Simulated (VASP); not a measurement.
# SiC (P1) in VASP: single point with PBE

Aim: the single point of SiC with PBE.

Program: VASP 6.6.1. These are calculated values, not measurements. Logs are shortened: lines on timing, memory, paths and dates and some standing lists are left out, and cuts for length are marked.

## (1) The cell of the first run

The typed cell holds 16 atoms: a = 3.092 Å, b = 5.074 Å, c = 10.756 Å, α = 94.51°, β = 87.25°, γ = 90.00°.

## (2) Single point, PBE (the part above a cut slid along it)

Contents of INCAR:

```
ALGO = Normal ; EDIFF = 1E-7
ENCUT = 520 ; GGA = PE
ISIF = 2 ; ISMEAR = 0
LASPH = True ; LCHARG = False
LREAL = Auto ; LWAVE = False
NBANDS = 46 ; NELM = 60
PREC = Accurate ; SIGMA = 0.05
```

Contents of KPOINTS:

```
k-points
0
Gamma
  9 5 3
```

Contents of POSCAR:

```
SiC
1.0
    1.5458832036     -2.6775482513      0.0000000000
    0.0000000000      0.0000000000     -5.0740211774
    9.5329979521      4.9087492090      0.8458393303
Si C
8 8
Direct
    0.3610833333      1.1343531354      0.8333333333
   -0.0138916667      1.0093281354      0.0833333333
    0.4444333333      1.0510031354      0.3333333333
   -0.0972416667      1.0926781354      0.5833333333
   -0.1528083333      0.6482448020      0.9166666667
    0.4722166667      0.5232198020      0.1666666667
   -0.0694583333      0.5648948020      0.4166666667
    0.3888666667      0.6065698020      0.6666666667
    0.3610833333      0.7584801980      0.8333333333
   -0.0138916667      0.6334551980      0.0833333333
    0.4444333333      0.6751301980      0.3333333333
   -0.0972416667      0.7168051980      0.5833333333
   -0.1528083333      0.2723718646      0.9166666667
    0.4722166667      0.1473468646      0.1666666667
   -0.0694583333      0.1890218646      0.4166666667
    0.3888666667      0.2306968646      0.6666666667
```

Potentials or basis: VASP PAW PBE potentials, release 64 (Si, C).

The run is started by

```sh
$ cat potpaw_PBE.64/Si/POTCAR potpaw_PBE.64/C/POTCAR > POTCAR
$ mpirun -np 1 vasp_std > vasp.out
```

OUTCAR:

```text
EDIFF = 1E-7
   ENCUT = 520
   GGA = PE
   ISIF = 2
   ISMEAR = 0
   LASPH = True
   LREAL = Auto
   NELM = 60
   PREC = Accurate

 ion  position               nearest neighbor table
   1  0.361  0.134  0.833-  16 1.89  13 1.89  13 1.89   9 1.91   2 2.99   4 3.09   4 3.09   8 3.10
                             5 3.10   8 3.10   5 3.10   5 3.10   5 3.10
   2  0.986  0.009  0.083-  14 1.89  14 1.89  10 1.91  13 2.37   5 2.51   1 2.99   3 3.09   3 3.09
                             6 3.10   6 3.10   6 3.10   6 3.10
   3  0.444  0.051  0.333-  14 1.89  15 1.89  15 1.89  11 1.91   2 3.09   4 3.09   4 3.09   2 3.09
                             6 3.10   7 3.10   6 3.10   7 3.10   7 3.10   7 3.10
   4  0.903  0.093  0.583-  15 1.89  16 1.89  16 1.89  12 1.91   1 3.09   3 3.09   1 3.09   3 3.09
                             7 3.10   8 3.10   7 3.10   8 3.10   8 3.10   8 3.10
   5  0.847  0.648  0.917-  10 1.87   9 1.89   9 1.89  13 1.91   2 2.51   6 2.99   8 3.09   8 3.09
                             1 3.10   1 3.10   1 3.10   1 3.10
   6  0.472  0.523  0.167-  11 1.89  10 1.89  10 1.89  14 1.91   5 2.99   7 3.09   7 3.09   3 3.10
                             2 3.10   3 3.10   2 3.10   2 3.10   2 3.10
   7  0.931  0.565  0.417-  12 1.89  11 1.89  11 1.89  15 1.91   8 3.09   6 3.09   6 3.09   8 3.09
                             4 3.10   3 3.10   4 3.10   3 3.10   3 3.10   3 3.10
   8  0.389  0.607  0.667-   9 1.89  12 1.89  12 1.89  16 1.91   7 3.09   5 3.09   5 3.09   7 3.09
                             1 3.10   4 3.10   1 3.10   4 3.10   4 3.10   4 3.10
   9  0.361  0.758  0.833-   8 1.89   5 1.89   5 1.89   1 1.91
  10  0.986  0.633  0.083-   5 1.87   6 1.89   6 1.89   2 1.91
  11  0.444  0.675  0.333-   6 1.89   7 1.89   7 1.89   3 1.91
  12  0.903  0.717  0.583-   7 1.89   8 1.89   8 1.89   4 1.91
  13  0.847  0.272  0.917-   1 1.89   1 1.89   5 1.91   2 2.37
  14  0.472  0.147  0.167-   3 1.89   2 1.89   2 1.89   6 1.91
  15  0.931  0.189  0.417-   4 1.89   3 1.89   3 1.89   7 1.91
  16  0.389  0.231  0.667-   1 1.89   4 1.89   4 1.89   8 1.91

  LATTYP: Found a triclinic cell.
 ALAT       =     3.0917664073
 B/A-ratio  =     2.5871490359
 C/A-ratio  =     3.9027444647
 COS(alpha) =     0.0088184440
 COS(beta)  =     0.2989434770
 COS(gamma) =     0.7730517153

  Lattice vectors:

 A1 = (  -1.5458832036,   2.6775482513,   0.0000000000)
 A2 = (  -3.0917664072,   5.3550965026,  -5.0740211774)
 A3 = ( -11.0788811557,  -2.2312009577,   4.2281818471)

Analysis of symmetry for initial positions (statically):
=====================================================================
 Subroutine PRICEL returns:
 Original cell was already a primitive cell.

 Routine SETGRP: Setting up the symmetry group for a
 triclinic supercell.

 Subroutine GETGRP returns: Found  1 space group operations
 (whereof  1 operations were pure point group operations)
 out of a pool of  2 trial point group operations.

The static configuration has the point symmetry C_1 .

Analysis of symmetry for dynamics (positions and initial velocities):
=====================================================================
 Subroutine PRICEL returns:
 Original cell was already a primitive cell.

 Routine SETGRP: Setting up the symmetry group for a
 triclinic supercell.

 Subroutine GETGRP returns: Found  1 space group operations
 (whereof  1 operations were pure point group operations)
 out of a pool of  2 trial point group operations.

The dynamic configuration has the point symmetry C_1 .

 Subroutine INISYM returns: Found  1 space group operations
 (whereof  1 operations are pure point group operations),
 and found     1 'primitive' translations

----------------------------------------------------------------------------------------

                                     Primitive cell

  volume of cell :     168.0182

  direct lattice vectors                    reciprocal lattice vectors
     1.545883204 -2.677548251  0.000000000     0.148240501 -0.287889303  0.000000000
     0.000000000  0.000000000 -5.074021177     0.013479350  0.007782306 -0.197082347
     9.532997952  4.908749209  0.845839330     0.080859925  0.046684499  0.000000000

  length of vectors
     3.091766407  5.074021177 10.755896658     0.323813985  0.197696000  0.093368999

  position of ions in fractional coordinates (direct lattice)
     0.361083333  0.134353135  0.833333333
     0.986108333  0.009328135  0.083333333
     0.444433333  0.051003135  0.333333333
     0.902758333  0.092678135  0.583333333
     0.847191667  0.648244802  0.916666667
     0.472216667  0.523219802  0.166666667
[... 8 lines left out ...]
     0.930541667  0.189021865  0.416666667
     0.388866667  0.230696865  0.666666667

  ion indices of the primitive-cell ions
   primitive index   ion index
                 1           1
                 2           2
                 3           3
                 4           4
                 5           5
                 6           6
[... 8 lines left out ...]
                15          15
                16          16

----------------------------------------------------------------------------------------

 KPOINTS: k-points

Automatic generation of k-mesh.
 Grid dimensions read from file:
 generate k-points for:    9    5    3

 Generating k-lattice:

  Cartesian coordinates                     Fractional coordinates (reciprocal lattice)
     0.016471167 -0.031987700  0.000000000     0.111111111  0.000000000 -0.000000000
     0.002695870  0.001556461 -0.039416469    -0.000000000  0.200000000  0.000000000
     0.026953308  0.015561500  0.000000000     0.000000000  0.000000000  0.333333333

  Length of vectors
     0.035979332  0.039539200  0.031123000

  Shift w.r.t. Gamma in fractional coordinates (k-lattice)
     0.000000000  0.000000000  0.000000000

 Subroutine IBZKPT returns following result:
 ===========================================

 Found     68 irreducible k-points:

 Following reciprocal coordinates:
            Coordinates               Weight
  0.000000  0.000000  0.000000      1.000000
  0.111111  0.000000  0.000000      2.000000
  0.222222  0.000000  0.000000      2.000000
  0.333333  0.000000 -0.000000      2.000000
  0.444444  0.000000  0.000000      2.000000
 -0.000000  0.200000 -0.000000      2.000000
[... 16 lines left out ...]
 -0.111111  0.400000  0.000000      2.000000
 -0.000000  0.000000  0.333333      2.000000
 [... further k-points ...]
   k-points           NKPTS =     68   k-points in BZ     NKDIM =     68   number of bands    NBANDS=     46
   number of dos      NEDOS =    301   number of ions     NIONS =     16
   total plane-waves  NPLWV =  76800
   dimension x,y,z NGX =    24 NGY =   40 NGZ =   80
   dimension x,y,z NGXF=    48 NGYF=   80 NGZF=  160
   ions per type =               8   8
   NGX,Y,Z   is equivalent  to a cutoff of  12.90, 13.11, 12.37 a.u.
   NGXF,Y,Z  is equivalent  to a cutoff of  25.81, 26.21, 24.73 a.u.
 SYSTEM =  unknown system
   PREC   = accura    normal or accurate (medium, high low for compatibility)
   ISTART =      0    job   : 0-new  1-cont  2-samecut
   ICHARG =      2    charge: 1-file 2-atom 10-const
   ISPIN  =      1    spin polarized calculation?
   LNONCOLLINEAR =      F non collinear calculations
   LSORBIT =      F    spin-orbit coupling
   LASPH  =      T    aspherical Exc in radial PAW
   ENCUT  =  520.0 eV  38.22 Ry    6.18 a.u.   5.75  9.43 20.00*2*pi/ulx,y,z
   NELM   =     60;   NELMIN=  2; NELMDL= -5     # of ELM steps
   EDIFF  = 0.1E-06   stopping-criterion for ELM
   LREAL  =      T    real-space projection
   EDIFFG = 0.1E-05   stopping-criterion for IOM
   NSW    =      0    number of steps for IOM
   IBRION =     -1    ionic relax: 0-MD 1-quasi-New 2-CG
   NFREE  =      0    steps in history (QN), initial steepest desc. (CG)
   ISIF   =      2    stress and relaxation
   ISYM   =      2    0-nonsym 1-usesym 2-fastsym
   POTIM  = 0.5000    time-step for ionic-motion
   TEBEG  =    0.0;   TEEND  =   0.0 temperature during run
   PSTRESS=    0.0 pullay stress
   NELECT =      64.0000    total number of electrons
   NUPDOWN=      -1.0000    fix difference up-down
   EMIN   =  10.00;   EMAX   =-10.00  energy-range for DOS
   EFERMI =   0.00;   METHOD = LEGACY
   ISMEAR =     0;   SIGMA  =   0.05  broadening in eV -4-tet -1-fermi 0-gaus
   EFERMI_NEDOS =   21; number of points for ismear=-14 and -15
   IALGO  =     38    algorithm
   IMIX   =      4    mixing-type and parameters
     AMIX     =   0.40;   BMIX     =  1.00
     AMIX_MAG =   1.60;   BMIX_MAG =  1.00
  volume/ion in A,a.u.               =      10.50        70.87
  Fermi-wavevector in a.u.,A,eV,Ry     =   1.186723  2.242582 19.161245  1.408312
  Thomas-Fermi vector in A             =   2.322890
   LORBIT       =      0    0 simple, 1 ext, 2 COOP (PROOUT), +10 PAW based schemes
   GGA     = PE    functional components
   LHFCALC =     F    Hartree Fock is set to
   AEXX    =    0.0000 exact exchange contribution
   IVDW    =     0    specifies the selected vdW correction
   LEPSILON=     F    determine dielectric tensor
   LRPA    =     F    only Hartree local field effects (RPA)
 non-spin polarized calculation
 Gauss-broadening in eV      SIGMA  =   0.05
  energy-cutoff  :      520.00
  volume of cell :      168.02
 maximum number of plane-waves:      4548
   NGX = 11   NGY = 19   NGZ = 39

 number of electron      64.0000001 magnetization

 Free energy of the ion-electron system (eV)
  ---------------------------------------------------
  ext. energy  EPLUGINS =         0.00000000
  ---------------------------------------------------
  free energy    TOTEN  =      -117.13796935 eV

  energy without entropy =     -117.13796935  energy(sigma->0) =     -117.13796935

 E-fermi :   9.2389     XC(G=0): -11.3117

 val. band max:        8.9557221874   @ k =   0.0000   0.0000   0.0000
 cond. band min:       9.6618975851   @ k =   0.4444   0.4000  -0.0000
 fundamental gap:      0.7061753977
 Fermi energy:         9.2389289332

 k-point     1 :       0.0000    0.0000    0.0000
  band No.  band energies     occupation
      1      -7.4078      2.00000
      2      -6.3940      2.00000
      3      -6.3068      2.00000
      4      -4.1156      2.00000
      5      -3.7670      2.00000
      6      -3.1754      2.00000
[... 1117 lines left out ...]
     43      14.8199      0.00000
     44      15.0144      0.00000

 [... further k-points ...]

 [bands above 44 left out]

------------------------ aborting loop because EDIFF is reached ----------------------------------------

  FORCE on cell =-STRESS in cart. coord.  units (eV):
  Direction    XX          YY          ZZ          XY          YZ          ZX
  --------------------------------------------------------------------------------------
  -------------------------------------------------------------------------------------
  Total       -1.9086797      4.3764007     -0.7537271      4.5860012     -0.5934965     -8.8739522
  in kB      -18.2006703     41.7322129     -7.1873448     43.7309087     -5.6594276    -84.6196878
  external PRESSURE =       5.4480659 kB  Pullay stress =       0.0000000 kB

 VOLUME and BASIS-vectors are now :
 -----------------------------------------------------------------------------
  energy-cutoff  :      520.00
  volume of cell :      168.02
      direct lattice vectors                 reciprocal lattice vectors
     1.545883204 -2.677548251  0.000000000     0.148240501 -0.287889303  0.000000000
     0.000000000  0.000000000 -5.074021177     0.013479350  0.007782306 -0.197082347
     9.532997952  4.908749209  0.845839330     0.080859925  0.046684499  0.000000000

 POSITION                                       TOTAL-FORCE (eV/Angst)
 -----------------------------------------------------------------------------------
      8.50236      3.12381      0.02316         0.207252      0.198727     -0.410673
      2.31882     -2.23129      0.02316         0.915136      1.234944     -2.205807
      3.86471      0.44626      0.02316        -0.022867      0.151106      0.024596
      6.95647      0.44626      0.02316         0.137367      0.120658     -0.168572
     10.04824      2.23129     -2.51386        -0.417031     -1.389947      3.031306
      2.31882     -0.44626     -2.51386        -0.372215     -0.297979     -0.019425
[... 8 lines left out ...]
      5.41059     -0.44626     -0.60667        -0.109399     -0.050994      0.009635
      6.95647      2.23129     -0.60667        -0.222151     -0.286125     -0.073719
 -----------------------------------------------------------------------------------
    total drift:                               -0.004956     -0.003062      0.018552

  FREE ENERGIE OF THE ION-ELECTRON SYSTEM (eV)
  ---------------------------------------------------
  free  energy   TOTEN  =      -117.1379693500 eV

  energy  without entropy=     -117.1379693500  energy(sigma->0) =     -117.13796935
```

Run time: 20 min. Hardware: 1 thread of Oxide Virtual Turin-like, shared host; peak memory 0.43 GiB.

Results:

```
Free energy            : -117.1380 eV
Pressure               : 0.5 GPa
Largest force          : 3.361 eV/Å
Band gap on the k mesh : 0.71 eV (least direct gap 1.60 eV)
```

Forces on the atoms (eV/Å):
```
Si   0.207  0.199 -0.411
Si   0.915  1.235 -2.206
Si  -0.023  0.151  0.025
Si   0.137  0.121 -0.169
Si  -0.417 -1.390  3.031
Si  -0.372 -0.298 -0.019
Si   0.052 -0.015  0.123
Si  -0.098 -0.205  0.311
C    0.488  0.268 -0.233
C    0.879  1.191 -2.614
C   -0.134  0.098  0.040
C    0.091  0.047 -0.087
C   -1.355 -1.209  2.537
C   -0.039  0.144 -0.264
C   -0.109 -0.051  0.010
C   -0.222 -0.286 -0.074
```

Levels at points of the mesh, in eV from the valence-band top:
| k point | band 30 | band 31 | band 32 | band 33 | band 34 | band 35 |
| --- | --- | --- | --- | --- | --- | --- |
| (0.00, 0.00, 0.00) | -0.99 | -0.74 | 0.00 | 1.80 | 2.05 | 2.91 |

Caveat: the cell differs from its parent crystal (the part above a cut slid along it); the stress differs along the axes, from -2 to 4 GPa; semilocal functionals underestimate gaps, and a narrow one can read as zero; forces of over 1 eV/Å act on the atoms, so gaps and moduli don't describe the material at rest.
